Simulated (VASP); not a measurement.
Here is a VASP 6.6.1 calculation.

The input INCAR:

```
ALGO = Normal
EDIFF = 1E-6
ENCUT = 520
GGA = PE
ISIF = 2
ISMEAR = -1
LASPH = True
LCHARG = True
LELF = True
LREAL = False
LVHAR = True
LWAVE = False
NBANDS = 18
NELM = 100
PREC = Accurate
SIGMA = 0.05
```

File KPOINTS:

```
k-points
0
Gamma
  10 10 10
```

File POSCAR:

```
Si2W
1.0
    0.0000000000      2.6546993980      2.6546993980
    2.6546993980      0.0000000000      2.6546993980
    2.6546993980      2.6546993980      0.0000000000
W Si
1 2
Direct
    0.0000000000      0.0000000000      0.0000000000
    0.2500000000      0.2500000000      0.2500000000
    0.7500000000      0.7500000000      0.7500000000
```

Potentials or basis: VASP PAW PBE potentials, release 64 (W_sv, Si).

Command:

```console
$ cat potpaw_PBE.64/W_sv/POTCAR potpaw_PBE.64/Si/POTCAR > POTCAR
$ mpirun -np 1 vasp_std > vasp.out
```

Predict the band gap on the k mesh.

zero (band 11 reaches 14.67 eV, above the bottom of band 12 at 11.21 eV).

Estimate the pressure.

81.0 GPa.

Caveat: spin-orbit coupling is left out, which moves the levels of the heavy elements.
